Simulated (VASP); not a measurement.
# Ti (Fd-3m) in VASP: electric field gradients with PBEsol

Aim: the electric field gradients of Ti with PBEsol.

All numbers are computed with VASP 6.6.1; they aren't measurements. Logs are shortened: lines on timing, memory, paths and dates and some standing lists are left out, and cuts for length are marked.

### Step 1. The cell of the first run

The structure is cubic, space group Fd-3m (No. 227). The conventional cell has a = 5.582 Å, b = 5.582 Å, c = 5.582 Å, α = 90.00°, β = 90.00°, γ = 90.00°. Ti (site symmetry -43m) has 4 Ti at 2.42 Å within 3.2 Å.

This isn't the form of Ti at room conditions, which is hcp.

### Step 2. Electric field gradients, PBEsol

File INCAR:

```
SYSTEM = Ti
PREC     = Accurate       ! precision mode
ENCUT    = 400            ! plane-wave cutoff, eV
EDIFF    = 1E-8           ! SCF threshold, eV
ISMEAR   = -1             ! smearing method
SIGMA    = 0.05           ! smearing width, eV
LREAL    = .False.        ! projectors in reciprocal space
LASPH    = .True.         ! aspherical terms in the spheres
NELM     = 120            ! most SCF steps
ALGO     = Normal         ! electronic algorithm
ISIF     = 2              ! what is computed and relaxed
LWAVE    = .False.        ! write WAVECAR
LCHARG   = .False.        ! write CHGCAR
GGA      = PS             ! functional
LEFG     = .True.       
NBANDS   = 19             ! bands
GGA_COMPAT= .False.
```

File KPOINTS:

```
regular mesh
0
Gamma
  9 9 9
  0 0 0
```

File POSCAR:

```
Ti
1.0
    0.0000000000      2.7912246522      2.7912246522
    2.7912246522      0.0000000000      2.7912246522
    2.7912246522      2.7912246522      0.0000000000
Ti
2
Direct
   -0.1250000000     -0.1250000000     -0.1250000000
    0.1250000000      0.1250000000      0.1250000000
```

Potentials or basis: VASP PAW PBE potentials, release 64 (Ti_sv).

Command:

```console
> cat potpaw_PBE.64/Ti_sv/POTCAR > POTCAR
> mpirun -np 1 vasp_std > vasp.out
```

OUTCAR:

```text
SYSTEM = Ti
   PREC = Accurate
   ENCUT = 400
   EDIFF = 1E-8
   ISMEAR = -1
   LREAL = .False.
   LASPH = .True.
   NELM = 120
   ISIF = 2
   GGA = PS

 ion  position               nearest neighbor table
   1  0.875  0.875  0.875-   2 2.42   2 2.42   2 2.42   2 2.42
   2  0.125  0.125  0.125-   1 2.42   1 2.42   1 2.42   1 2.42

  LATTYP: Found a face centered cubic cell.
 ALAT       =     5.5824493044

  Lattice vectors:

 A1 = (   0.0000000000,   2.7912246522,   2.7912246522)
 A2 = (   2.7912246522,   0.0000000000,   2.7912246522)
 A3 = (   2.7912246522,   2.7912246522,   0.0000000000)

Analysis of symmetry for initial positions (statically):
=====================================================================
 Subroutine PRICEL returns:
 Original cell was already a primitive cell.

 Routine SETGRP: Setting up the symmetry group for a
 face centered cubic supercell.

 Subroutine GETGRP returns: Found 48 space group operations
 (whereof 12 operations were pure point group operations)
 out of a pool of 48 trial point group operations.

The static configuration has the point symmetry D_3d.
 The point group associated with its full space group is O_h .

Analysis of symmetry for dynamics (positions and initial velocities):
=====================================================================
 Subroutine PRICEL returns:
 Original cell was already a primitive cell.

 Routine SETGRP: Setting up the symmetry group for a
 face centered cubic supercell.

 Subroutine GETGRP returns: Found 48 space group operations
 (whereof 12 operations were pure point group operations)
 out of a pool of 48 trial point group operations.

The dynamic configuration has the point symmetry D_3d.
 The point group associated with its full space group is O_h .

 Subroutine INISYM returns: Found 48 space group operations
 (whereof 12 operations are pure point group operations),
 and found     1 'primitive' translations

----------------------------------------------------------------------------------------

                                     Primitive cell

  volume of cell :      43.4925

  direct lattice vectors                    reciprocal lattice vectors
     0.000000000  2.791224652  2.791224652    -0.179132840  0.179132840  0.179132840
     2.791224652  0.000000000  2.791224652     0.179132840 -0.179132840  0.179132840
[... 117 lines left out ...]
  energy-cutoff  :      400.00
  volume of cell :       43.49
 maximum number of plane-waves:       809
 NGX is ok and might be reduce to    28
   NGX = 13   NGY = 13   NGZ = 13

 number of electron      24.0000001 magnetization

 Free energy of the ion-electron system (eV)
  ---------------------------------------------------
  ext. energy  EPLUGINS =         0.00000000
  ---------------------------------------------------
  free energy    TOTEN  =       -11.91077293 eV

  energy without entropy =      -11.85637201  energy(sigma->0) =      -11.88357247

 E-fermi :   5.6574     XC(G=0): -10.3095

 val. band max:        5.6528216729   @ k =   0.3333   0.3333   0.0000
 cond. band min:       5.6708101987   @ k =   0.3333   0.2222   0.0000
 fundamental gap:      0.0179885258
 Fermi energy:         5.6574448515

 k-point     1 :       0.0000    0.0000    0.0000
  band No.  band energies     occupation
      1     -50.8176      2.00000
      2     -50.2149      2.00000
      3     -27.3891      2.00000
      4     -27.3891      2.00000
      5     -27.3891      2.00000
      6     -26.5538      2.00000
[... 505 lines left out ...]
      6     -26.9114      2.00000
[... 11 lines left out ...]
     18       9.1977      0.00000
     19       9.9906      0.00000

 [... further k-points ...]
[... 5 lines left out ...]
  --------------------------------------------------------------------------------------
  -------------------------------------------------------------------------------------
  Total       -0.4717145     -0.4717145     -0.4717145      0.0000000      0.0000000      0.0000000
  in kB      -17.3770253    -17.3770253    -17.3770253      0.0000000      0.0000000      0.0000000
  external PRESSURE =     -17.3770253 kB  Pullay stress =       0.0000000 kB

 VOLUME and BASIS-vectors are now :
 -----------------------------------------------------------------------------
  energy-cutoff  :      400.00
  volume of cell :       43.49
      direct lattice vectors                 reciprocal lattice vectors
     0.000000000  2.791224652  2.791224652    -0.179132840  0.179132840  0.179132840
     2.791224652  0.000000000  2.791224652     0.179132840 -0.179132840  0.179132840
     2.791224652  2.791224652  0.000000000     0.179132840  0.179132840 -0.179132840

 POSITION                                       TOTAL-FORCE (eV/Angst)
 -----------------------------------------------------------------------------------
      4.88464      4.88464      4.88464        -0.000000      0.000000      0.000000
      0.69781      0.69781      0.69781         0.000000     -0.000000     -0.000000
 -----------------------------------------------------------------------------------
    total drift:                                0.000000      0.000000     -0.000000

  FREE ENERGIE OF THE ION-ELECTRON SYSTEM (eV)
  ---------------------------------------------------
  free  energy   TOTEN  =       -11.9107729293 eV

  energy  without entropy=      -11.8563720123  energy(sigma->0) =      -11.88357247

 Electric field gradients (V/A^2)
---------------------------------------------------------------------
 ion       V_xx      V_yy      V_zz      V_xy      V_xz      V_yz
---------------------------------------------------------------------
   1       0.000     0.000    -0.000     0.002     0.002     0.002
   2      -0.000     0.000    -0.000     0.002     0.002     0.002
---------------------------------------------------------------------

 Electric field gradients after diagonalization (V/A^2)
 (convention: |V_zz| > |V_xx| > |V_yy|)
----------------------------------------------------------------------
 ion       V_xx      V_yy      V_zz     asymmetry (V_yy - V_xx)/ V_zz
----------------------------------------------------------------------
   1      -0.002    -0.002     0.003       0.000
   2      -0.002    -0.002     0.003       0.000
----------------------------------------------------------------------

           NMR quadrupolar parameters

 Cq : quadrupolar parameter    Cq=e*Q*V_zz/h
 eta: asymmetry parameters     (V_yy - V_xx)/ V_zz
 Q  : nuclear electric quadrupole moment in mb (millibarn)
----------------------------------------------------------------------
 ion       Cq(MHz)       eta       Q (mb)
----------------------------------------------------------------------
   1       0.000       0.000       1.000
   2       0.000       0.000       1.000
----------------------------------------------------------------------
```

OSZICAR:

```text
N       E                     dE             d eps       ncg     rms          rms(c)
DAV:   1     0.245504120446E+03    0.24550E+03   -0.11367E+04  1330   0.128E+03
DAV:   2     0.145762461409E+02   -0.23093E+03   -0.22704E+03  1392   0.394E+02
DAV:   3    -0.111442756821E+02   -0.25721E+02   -0.24807E+02  2542   0.113E+02
DAV:   4    -0.126965372431E+02   -0.15523E+01   -0.15439E+01  1539   0.264E+01
DAV:   5    -0.127790366061E+02   -0.82499E-01   -0.82457E-01  1981   0.481E+00    0.968E+00
DAV:   6    -0.118404140945E+02    0.93862E+00   -0.65221E+00  1714   0.196E+01    0.286E+00
DAV:   7    -0.118777365302E+02   -0.37322E-01   -0.20081E-01  1756   0.350E+00    0.220E+00
DAV:   8    -0.119102905167E+02   -0.32554E-01   -0.12058E-01  1463   0.286E+00    0.683E-01
DAV:   9    -0.119105394396E+02   -0.24892E-03   -0.17288E-02  1464   0.111E+00    0.207E-01
DAV:  10    -0.119107543851E+02   -0.21495E-03   -0.16283E-03  1522   0.301E-01    0.487E-02
DAV:  11    -0.119107713189E+02   -0.16934E-04   -0.18584E-04  1895   0.876E-02    0.164E-02
DAV:  12    -0.119107735196E+02   -0.22007E-05   -0.73174E-06  1484   0.196E-02    0.219E-03
DAV:  13    -0.119107731772E+02    0.34243E-06   -0.31945E-07  1923   0.451E-03    0.521E-04
DAV:  14    -0.119107729559E+02    0.22127E-06   -0.17354E-08  1108   0.982E-04    0.303E-04
DAV:  15    -0.119107729260E+02    0.29960E-07   -0.51991E-09   779   0.898E-04    0.720E-05
DAV:  16    -0.119107729293E+02   -0.33278E-08   -0.63571E-10   752   0.254E-04
   1 F= -.11910773E+02 E0= -.11883572E+02  d E =-.544009E-01
```

stdout:

```text
POSCAR found type information on POSCAR Ti
 POSCAR found :  1 types and       2 ions
 scaLAPACK will be used
 -----------------------------------------------------------------------------
|                                                                             |
|                                                                             |
|     You enforced a specific xc type in the INCAR file but a different       |
|     I HOPE YOU KNOW WHAT YOU ARE DOING!                                     |
|                                                                             |
 -----------------------------------------------------------------------------

 LDA part: xc-table for (Slater+PW92), standard interpolation
 POSCAR, INCAR and KPOINTS ok, starting setup
 FFT: planning ... GRIDC
 FFT: planning ... GRID_SOFT
 FFT: planning ... GRID
 WAVECAR not read
 entering main loop
ion   1

ion   2
```

Run time: 52 s. Hardware: 1 thread of Intel Xeon 8259CL, shared host; peak memory 0.16 GiB.

What came out:

| Property | Result |
| --- | --- |
| Free energy | -11.9108 eV |
| Pressure | -1.7 GPa |
| Band gap on the k mesh | zero (bands 12 and 13 overlap by 0.21 eV) |
| Largest electric field gradient by atom | under 0.05 V/Å² on every atom |

Caveat: the PAW data sets were made with another functional, which shifts forces and pressure a little.
